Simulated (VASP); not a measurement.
Write the native input for VASP 6.6.1 that does the following.

- Task: single point
- Functional: PBEsol-based screened hybrid with 25 % exact exchange
- Potentials or basis: VASP PAW PBE potentials, release 64 (Mn_pv, O)
- Cutoff: 520 eV
- k mesh: 5 × 5 × 5
- Occupations: fermi-dirac, width 0.05 eV
- Spin: collinear spin, ferromagnetic start
- Starting moments: [4.0, 0.0] μB
- Dipole correction: no
- Grid for exact exchange (PRECFOCK): Normal
- Share of exact exchange: 0.25
- Further INCAR settings: ALGO = Normal; EDIFF = 1e-06; NBANDS = 20
- Screening parameter: 0.207 1/Å

MnO:

```xyz
2
Lattice="2.9695 0.0000 0.0000 -1.4847 2.5717 0.0000 0.0000 0.0000 2.8981" Properties=species:S:1:pos:R:3 pbc="T T T"
Mn    0.0000    0.0000    0.0000
O     1.4847    0.8572    1.4490
```

One way to write it, as run:

POSCAR

```
MnO
1.0
    2.9694859100      0.0000000000      0.0000000000
   -1.4847429600      2.5716502300      0.0000000000
    0.0000000000      0.0000000000      2.8980711300
Mn O
1 1
Direct
    0.0000000000      0.0000000000      0.0000000000
    0.6666666667      0.3333333333      0.5000000000
```

INCAR.step1

```
SYSTEM = MnO
PREC     = Accurate       ! precision mode
ENCUT    = 520            ! plane-wave cutoff, eV
EDIFF    = 1E-5           ! SCF threshold, eV
ISMEAR   = -1             ! smearing method
SIGMA    = 0.05           ! smearing width, eV
LREAL    = .False.        ! projectors in reciprocal space
LASPH    = .True.         ! aspherical terms in the spheres
NELM     = 150            ! most SCF steps
ALGO     = Normal         ! electronic algorithm
ISIF     = 2              ! what is computed and relaxed
LWAVE    = .True.         ! write WAVECAR
LCHARG   = .False.        ! write CHGCAR
ISPIN    = 2              ! spin polarisation
MAGMOM   = 4 0            ! initial moments
LORBIT   = 11             ! projections on sites
LMAXMIX  = 4              ! l up to which the mixer works
NBANDS   = 20             ! bands
GGA      = PE             ! functional
```

INCAR.step2

```
SYSTEM = MnO
PREC     = Accurate       ! precision mode
ENCUT    = 520            ! plane-wave cutoff, eV
EDIFF    = 1E-6           ! SCF threshold, eV
ISMEAR   = -1             ! smearing method
SIGMA    = 0.05           ! smearing width, eV
LREAL    = .False.        ! projectors in reciprocal space
LASPH    = .True.         ! aspherical terms in the spheres
NELM     = 150            ! most SCF steps
ALGO     = Normal         ! electronic algorithm
ISIF     = 2              ! what is computed and relaxed
LWAVE    = .False.        ! write WAVECAR
LCHARG   = .False.        ! write CHGCAR
ISPIN    = 2              ! spin polarisation
MAGMOM   = 4 0            ! initial moments
LORBIT   = 11             ! projections on sites
LMAXMIX  = 4              ! l up to which the mixer works
GGA      = PS             ! functional
LHFCALC  = .True.         ! exact exchange
AEXX     = 0.25           ! exact-exchange fraction
HFSCREEN = 0.207          ! screening, 1/A
PRECFOCK = Normal       
NBANDS   = 20             ! bands
ISTART   = 1
```

KPOINTS

```
Automatic mesh
0
Gamma
  5 5 5
  0 0 0
```

Potentials or basis: VASP PAW PBE potentials, release 64 (Mn_pv, O).

The run is started by

```sh
$ cat potpaw_PBE.64/Mn_pv/POTCAR potpaw_PBE.64/O/POTCAR > POTCAR
$ cp INCAR.step1 INCAR
$ mpirun -np 1 vasp_std > vasp.out
$ cp INCAR.step2 INCAR
$ mpirun -np 1 vasp_std > vasp.out
```

It gave:

```
Pressure                                              : -4.6 GPa
Band gap on the k mesh                                : 1.22 eV (least direct gap 2.06 eV)
Net moment                                            : 5.00 μB per cell
Site moments                                          : Mn +4.56; O +0.19 μB
Valence electrons inside the program's atomic spheres : Mn 11.32; O 5.01
```

Caveat: the k points lie up to 0.49 Å⁻¹ apart; the PAW data sets were made with another functional, which shifts forces and pressure a little; a cell with one magnetic atom can't hold antiferromagnetic order, which such compounds often take.

Run time: 80 min on 1 thread of AMD EPYC 7571, with other jobs on the host, peak memory 0.23 GiB.
